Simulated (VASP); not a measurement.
# Y (P6_3/mmc) in VASP: a series of runs

Runs on Y. Level: PBE. Tasks: single point, relaxation of cell and atoms.

Program: VASP 6.6.1. These are calculated values, not measurements. Logs are shortened: lines on timing, memory, paths and dates and some standing lists are left out, and cuts for length are marked.

### Step 1. The cell of the first run

The structure is hexagonal, space group P6_3/mmc (No. 194). Conventional cell: a = 3.662 Å, b = 3.662 Å, c = 5.678 Å, α = 90.00°, β = 90.00°, γ = 120.00°. Within 4.7 Å of Y (site symmetry -6m2) lie 12 Y at 3.54 to 3.66 Å.

### Step 2. Single point, PBE

The input, INCAR:

```
SYSTEM = Y
PREC = Accurate ; ENCUT = 520
EDIFF = 1E-6 ; ISMEAR = 0
SIGMA = 0.05 ; LREAL = .False.
LASPH = .True. ; NELM = 80
ALGO = Normal ; ISIF = 2
LWAVE = .False. ; LCHARG = .False.
GGA = PE ; NBANDS = 18
```

The input, KPOINTS:

```
regular mesh
0
Gamma
  7 7 4
  0 0 0
```

The input, POSCAR:

```
Y
1.0
    3.6616283322      0.0000000000      0.0000000000
   -1.8308141661      3.1710631549      0.0000000000
    0.0000000000      0.0000000000      5.6779557621
Y
2
Direct
    0.3333333333      0.6666666667      0.2500000000
    0.6666666667      0.3333333333      0.7500000000
```

Potentials or basis: VASP PAW PBE potentials, release 64 (Y_sv).

On the command line:

```bash
$ cat potpaw_PBE.64/Y_sv/POTCAR > POTCAR
$ mpirun -np 1 vasp_std > vasp.out
```

OUTCAR:

```text
SYSTEM = Y
   PREC = Accurate
   ENCUT = 520
   EDIFF = 1E-6
   ISMEAR = 0
   LREAL = .False.
   LASPH = .True.
   NELM = 80
   ISIF = 2
   GGA = PE

 ion  position               nearest neighbor table
   1  0.333  0.667  0.250-   2 3.54   2 3.54   2 3.54   2 3.54   2 3.54   2 3.54
   2  0.667  0.333  0.750-   1 3.54   1 3.54   1 3.54   1 3.54   1 3.54   1 3.54

  LATTYP: Found a hexagonal cell.
 ALAT       =     3.6616283322
 C/A-ratio  =     1.5506641436

  Lattice vectors:

 A1 = (   3.6616283322,   0.0000000000,   0.0000000000)
 A2 = (  -1.8308141661,   3.1710631549,   0.0000000000)
 A3 = (   0.0000000000,   0.0000000000,   5.6779557621)

Analysis of symmetry for initial positions (statically):
=====================================================================
 Subroutine PRICEL returns:
 Original cell was already a primitive cell.

 Routine SETGRP: Setting up the symmetry group for a
 hexagonal supercell.

 Subroutine GETGRP returns: Found 24 space group operations
 (whereof 12 operations were pure point group operations)
 out of a pool of 24 trial point group operations.

The static configuration has the point symmetry D_3d.
 The point group associated with its full space group is D_6h.

Analysis of symmetry for dynamics (positions and initial velocities):
=====================================================================
 Subroutine PRICEL returns:
 Original cell was already a primitive cell.

 Routine SETGRP: Setting up the symmetry group for a
 hexagonal supercell.

 Subroutine GETGRP returns: Found 24 space group operations
 (whereof 12 operations were pure point group operations)
 out of a pool of 24 trial point group operations.

The dynamic configuration has the point symmetry D_3d.
 The point group associated with its full space group is D_6h.

 Subroutine INISYM returns: Found 24 space group operations
 (whereof 12 operations are pure point group operations),
 and found     1 'primitive' translations

----------------------------------------------------------------------------------------

                                     Primitive cell

  volume of cell :      65.9282

  direct lattice vectors                    reciprocal lattice vectors
     3.661628332  0.000000000  0.000000000     0.273102541  0.157675825  0.000000000
    -1.830814166  3.171063155  0.000000000     0.000000000  0.315351651  0.000000000
     0.000000000  0.000000000  5.677955762     0.000000000  0.000000000  0.176119724

  length of vectors
     3.661628332  3.661628332  5.677955762     0.315351651  0.315351651  0.176119724

  position of ions in fractional coordinates (direct lattice)
     0.333333333  0.666666667  0.250000000
     0.666666667  0.333333333  0.750000000

  ion indices of the primitive-cell ions
   primitive index   ion index
                 1           1
                 2           2

----------------------------------------------------------------------------------------

 KPOINTS: regular mesh

Automatic generation of k-mesh.
 Grid dimensions read from file:
 generate k-points for:    7    7    4

 Generating k-lattice:

  Cartesian coordinates                     Fractional coordinates (reciprocal lattice)
     0.039014649  0.022525118  0.000000000     0.142857143 -0.000000000  0.000000000
     0.000000000  0.045050236  0.000000000     0.000000000  0.142857143  0.000000000
     0.000000000  0.000000000  0.044029931     0.000000000  0.000000000  0.250000000

  Length of vectors
     0.045050236  0.045050236  0.044029931

  Shift w.r.t. Gamma in fractional coordinates (k-lattice)
     0.000000000  0.000000000  0.000000000

 Subroutine IBZKPT returns following result:
 ===========================================

 Found     24 irreducible k-points:

 Following reciprocal coordinates:
            Coordinates               Weight
  0.000000  0.000000  0.000000      1.000000
  0.142857  0.000000  0.000000      6.000000
  0.285714  0.000000  0.000000      6.000000
  0.428571 -0.000000  0.000000      6.000000
  0.142857  0.142857  0.000000      6.000000
  0.285714  0.142857  0.000000     12.000000
[... 16 lines left out ...]
  0.428571  0.142857  0.500000      6.000000
  0.285714  0.285714  0.500000      6.000000
   k-points           NKPTS =     24   k-points in BZ     NKDIM =     24   number of bands    NBANDS=     18
   number of dos      NEDOS =    301   number of ions     NIONS =      2
   total plane-waves  NPLWV =  32928
   dimension x,y,z NGX =    28 NGY =   28 NGZ =   42
   dimension x,y,z NGXF=    56 NGYF=   56 NGZF=   84
   ions per type =               2
   NGX,Y,Z   is equivalent  to a cutoff of  12.71, 12.71, 12.30 a.u.
   NGXF,Y,Z  is equivalent  to a cutoff of  25.43, 25.43, 24.59 a.u.
 SYSTEM =  Y
   PREC   = accura    normal or accurate (medium, high low for compatibility)
   ISTART =      0    job   : 0-new  1-cont  2-samecut
   ICHARG =      2    charge: 1-file 2-atom 10-const
   ISPIN  =      1    spin polarized calculation?
   LNONCOLLINEAR =      F non collinear calculations
   LSORBIT =      F    spin-orbit coupling
   LASPH  =      T    aspherical Exc in radial PAW
   ENCUT  =  520.0 eV  38.22 Ry    6.18 a.u.   6.81  6.81 10.56*2*pi/ulx,y,z
   NELM   =     80;   NELMIN=  2; NELMDL= -5     # of ELM steps
   EDIFF  = 0.1E-05   stopping-criterion for ELM
   LREAL  =      F    real-space projection
   EDIFFG = 0.1E-04   stopping-criterion for IOM
   NSW    =      0    number of steps for IOM
   IBRION =     -1    ionic relax: 0-MD 1-quasi-New 2-CG
   NFREE  =      0    steps in history (QN), initial steepest desc. (CG)
   ISIF   =      2    stress and relaxation
   ISYM   =      2    0-nonsym 1-usesym 2-fastsym
   POTIM  = 0.5000    time-step for ionic-motion
   TEBEG  =    0.0;   TEEND  =   0.0 temperature during run
   PSTRESS=    0.0 pullay stress
   NELECT =      22.0000    total number of electrons
   NUPDOWN=      -1.0000    fix difference up-down
   EMIN   =  10.00;   EMAX   =-10.00  energy-range for DOS
   EFERMI =   0.00;   METHOD = LEGACY
   ISMEAR =     0;   SIGMA  =   0.05  broadening in eV -4-tet -1-fermi 0-gaus
   EFERMI_NEDOS =   21; number of points for ismear=-14 and -15
   IALGO  =     38    algorithm
   IMIX   =      4    mixing-type and parameters
     AMIX     =   0.40;   BMIX     =  1.00
     AMIX_MAG =   1.60;   BMIX_MAG =  1.00
  volume/ion in A,a.u.               =      32.96       222.45
  Fermi-wavevector in a.u.,A,eV,Ry     =   1.135513  2.145808 17.543204  1.289389
  Thomas-Fermi vector in A             =   2.272217
   LORBIT       =      0    0 simple, 1 ext, 2 COOP (PROOUT), +10 PAW based schemes
   GGA     = PE    functional components
   LHFCALC =     F    Hartree Fock is set to
   AEXX    =    0.0000 exact exchange contribution
   IVDW    =     0    specifies the selected vdW correction
   LEPSILON=     F    determine dielectric tensor
   LRPA    =     F    only Hartree local field effects (RPA)
 non-spin polarized calculation
 Gauss-broadening in eV      SIGMA  =   0.05
  energy-cutoff  :      520.00
  volume of cell :       65.93
 maximum number of plane-waves:      1789
 NGX is ok and might be reduce to    28
   NGX = 13   NGY = 13   NGZ = 21

 number of electron      22.0000000 magnetization

 Free energy of the ion-electron system (eV)
  ---------------------------------------------------
  ext. energy  EPLUGINS =         0.00000000
  ---------------------------------------------------
  free energy    TOTEN  =       -12.87754066 eV

  energy without entropy =      -12.87257582  energy(sigma->0) =      -12.87505824

 E-fermi :   3.0018     XC(G=0):  -9.4142

 val. band max:        2.9813765057   @ k =   0.1429   0.1429   0.0000
 cond. band min:       3.0186148771   @ k =   0.2857   0.2857   0.5000
 fundamental gap:      0.0372383715
 Fermi energy:         3.0018437717

 k-point     1 :       0.0000    0.0000    0.0000
  band No.  band energies     occupation
      1     -39.7278      2.00000
      2     -39.6526      2.00000
      3     -19.9958      2.00000
      4     -19.5396      2.00000
      5     -19.5396      2.00000
      6     -19.4462      2.00000
[... 10 lines left out ...]
     17       5.6963      0.00000
     18       5.6963      0.00000

 k-point     2 :       0.1429    0.0000    0.0000
  band No.  band energies     occupation
      1     -39.7184      2.00000
      2     -39.6498      2.00000
      3     -19.9608      2.00000
      4     -19.6060      2.00000
      5     -19.5625      2.00000
      6     -19.5156      2.00000
[... 10 lines left out ...]
     17       5.6280      0.00000
     18       5.6902      0.00000

 k-point     3 :       0.2857    0.0000    0.0000
  band No.  band energies     occupation
      1     -39.6957      2.00000
      2     -39.6449      2.00000
      3     -19.8695      2.00000
      4     -19.7565      2.00000
      5     -19.6632      2.00000
      6     -19.6107      2.00000
[... 10 lines left out ...]
     17       6.4935      0.00000
     18       6.6851      0.00000

 k-point     4 :       0.4286   -0.0000    0.0000
  band No.  band energies     occupation
      1     -39.6739      2.00000
      2     -39.6445      2.00000
      3     -19.8778      2.00000
      4     -19.7744      2.00000
      5     -19.7675      2.00000
      6     -19.6473      2.00000
[... 10 lines left out ...]
     17       7.8595      0.00000
     18       7.8998      0.00000

 k-point     5 :       0.1429    0.1429    0.0000
  band No.  band energies     occupation
      1     -39.7023      2.00000
      2     -39.6460      2.00000
      3     -19.8973      2.00000
      4     -19.6878      2.00000
      5     -19.6647      2.00000
      6     -19.5667      2.00000
[... 10 lines left out ...]
     17       5.9678      0.00000
     18       6.5749      0.00000

 k-point     6 :       0.2857    0.1429    0.0000
  band No.  band energies     occupation
      1     -39.6794      2.00000
      2     -39.6440      2.00000
      3     -19.8158      2.00000
      4     -19.7955      2.00000
      5     -19.7486      2.00000
      6     -19.6429      2.00000
[... 10 lines left out ...]
     17       7.2111      0.00000
     18       7.8673      0.00000

 k-point     7 :       0.4286    0.1429    0.0000
  band No.  band energies     occupation
      1     -39.6660      2.00000
      2     -39.6462      2.00000
      3     -19.8763      2.00000
      4     -19.7724      2.00000
      5     -19.7252      2.00000
      6     -19.6865      2.00000
[... 10 lines left out ...]
     17       7.9162      0.00000
     18       8.2860      0.00000

 k-point     8 :       0.2857    0.2857    0.0000
  band No.  band energies     occupation
      1     -39.6617      2.00000
      2     -39.6478      2.00000
      3     -19.8359      2.00000
      4     -19.7657      2.00000
      5     -19.7060      2.00000
      6     -19.6998      2.00000
[... 10 lines left out ...]
     17       7.7160      0.00000
     18       8.1197      0.00000
[... 229 lines left out ...]
     17       7.3136      0.00000
     18       7.3137      0.00000

 k-point    20 :       0.4286   -0.0000    0.5000
  band No.  band energies     occupation
      1     -39.6592      2.00000
      2     -39.6592      2.00000
      3     -19.9287      2.00000
      4     -19.9287      2.00000
      5     -19.5719      2.00000
      6     -19.5719      2.00000
[... 10 lines left out ...]
     17       7.9599      0.00000
     18       7.9828      0.00000

 k-point    21 :       0.1429    0.1429    0.5000
  band No.  band energies     occupation
      1     -39.6742      2.00000
      2     -39.6742      2.00000
      3     -19.7924      2.00000
      4     -19.7924      2.00000
      5     -19.5643      2.00000
      6     -19.5643      2.00000
[... 10 lines left out ...]
     17       7.1255      0.00000
     18       7.1255      0.00000

 k-point    22 :       0.2857    0.1429    0.5000
  band No.  band energies     occupation
      1     -39.6617      2.00000
      2     -39.6617      2.00000
      3     -19.8817      2.00000
      4     -19.8817      2.00000
      5     -19.6197      2.00000
      6     -19.6197      2.00000
[... 10 lines left out ...]
     17       7.6282      0.00000
     18       7.6282      0.00000

 k-point    23 :       0.4286    0.1429    0.5000
  band No.  band energies     occupation
      1     -39.6561      2.00000
      2     -39.6561      2.00000
      3     -19.9233      2.00000
      4     -19.9233      2.00000
      5     -19.6444      2.00000
      6     -19.6444      2.00000
[... 10 lines left out ...]
     17       7.7920      0.00000
     18       7.7920      0.00000

 k-point    24 :       0.2857    0.2857    0.5000
  band No.  band energies     occupation
      1     -39.6547      2.00000
      2     -39.6547      2.00000
      3     -19.8877      2.00000
      4     -19.8877      2.00000
      5     -19.7099      2.00000
      6     -19.7099      2.00000
[... 10 lines left out ...]
     17       7.6332      0.00000
     18       7.6332      0.00000

------------------------ aborting loop because EDIFF is reached ----------------------------------------

  FORCE on cell =-STRESS in cart. coord.  units (eV):
  Direction    XX          YY          ZZ          XY          YZ          ZX
  --------------------------------------------------------------------------------------
  -------------------------------------------------------------------------------------
  Total       -0.0435234     -0.0435234     -0.0567354      0.0000000      0.0000000      0.0000000
  in kB       -1.0577004     -1.0577004     -1.3787757      0.0000000      0.0000000      0.0000000
  external PRESSURE =      -1.1647255 kB  Pullay stress =       0.0000000 kB

 VOLUME and BASIS-vectors are now :
 -----------------------------------------------------------------------------
  energy-cutoff  :      520.00
  volume of cell :       65.93
      direct lattice vectors                 reciprocal lattice vectors
     3.661628332  0.000000000  0.000000000     0.273102541  0.157675825  0.000000000
    -1.830814166  3.171063155  0.000000000     0.000000000  0.315351651  0.000000000
     0.000000000  0.000000000  5.677955762     0.000000000  0.000000000  0.176119724

 POSITION                                       TOTAL-FORCE (eV/Angst)
 -----------------------------------------------------------------------------------
     -0.00000      2.11404      1.41949         0.000000      0.000000      0.000000
      1.83081      1.05702      4.25847        -0.000000     -0.000000      0.000000
 -----------------------------------------------------------------------------------
    total drift:                               -0.000000      0.000000     -0.000000

  FREE ENERGIE OF THE ION-ELECTRON SYSTEM (eV)
  ---------------------------------------------------
  free  energy   TOTEN  =       -12.8775406594 eV

  energy  without entropy=      -12.8725758236  energy(sigma->0) =      -12.87505824
```

Wall time 27 s (1 thread of Intel Xeon Platinum 8488C (Sapphire Rapids), shared host); peak memory 0.18 GiB.

What came out:

| Quantity | Value |
| --- | --- |
| Free energy | -12.8775 eV |
| Pressure | -0.1 GPa |
| Band gap on the k mesh | zero (bands 11 and 12 overlap by 1.47 eV) |

### Step 3. Relaxation of cell and atoms, PBE

The input, INCAR:

```
SYSTEM = Y
ALGO = Normal ; EDIFF = 1E-6
EDIFFG = -0.02 ; ENCUT = 600
GGA = PE ; IBRION = 2
ISIF = 3 ; ISMEAR = 0
LASPH = .TRUE. ; LCHARG = .FALSE.
LREAL = .FALSE. ; LWAVE = .FALSE.
NELM = 100 ; NSW = 60
PREC = Accurate ; SIGMA = 0.05
```

The input, KPOINTS:

```
k-points
0
G
  7 7 4
  0 0 0
```

The input, POSCAR:

```
Y
1.0
    3.6474000000      0.0000000000      0.0000000000
   -1.8237000000      3.1587410600      0.0000000000
    0.0000000000      0.0000000000      5.7306000000
Y
2
Direct
    0.3333333333      0.6666666667      0.2500000000
    0.6666666667      0.3333333333      0.7500000000
```

Potentials or basis: VASP PAW PBE potentials, release 64 (Y_sv).

On the command line:

```bash
$ cat potpaw_PBE.64/Y_sv/POTCAR > POTCAR
$ mpirun -np 1 vasp_std > vasp.out
```

It took 80 s on 1 thread of Intel Xeon Platinum 8488C (Sapphire Rapids), shared host; peak memory 0.22 GiB.

Results (log left out):

- Free energy: -12.8777 eV
- Relaxed volume: 32.89 Å³/atom
- Relaxed cell: a = 3.660 Å, b = 3.660 Å, c = 5.671 Å, α = 90.00°, β = 90.00°, γ = 120.00°
- Space group after relaxing (to 0.1 Å): P6_3/mmc (No. 194)
- Energy gained by relaxing: 0.8 meV/atom
- Ionic steps: 5
- Pressure after relaxing: 0.0 GPa
- Band gap on the k mesh: zero (bands 11 and 12 overlap by 1.47 eV)

Step by step:
```tsv
step	energy change (eV)	largest force (eV/Å)	pressure (GPa)	volume (Å³)
1	0.0000	0.0000	-0.17	66.02
2	-0.0013	0.0000	0.05	65.69
3	-0.0015	0.0000	0.12	65.57
4	-0.0015	0.0000	0.13	65.55
5	-0.0016	0.0000	-0.02	65.78
```

Final structure:
```
Y
1.0
     3.65968    0.00000    0.00000
    -1.82984    3.16937    0.00000
     0.00000    0.00000    5.67097
Y
2
Direct
  0.33333 0.66667 0.25000
  0.66667 0.33333 0.75000
```

Levels at points of the mesh, in eV from the Fermi level:
```tsv
k point	band 7	band 8	band 9	band 10	band 11	band 12	band 13	band 14
(0.00, 0.00, 0.00)	-22.44	-22.39	-4.71	-1.86	0.95	1.70	1.70	2.11
(0.00, 0.00, 0.50)	-22.49	-22.49	-3.25	-3.25	0.98	0.98	1.60	1.60
```
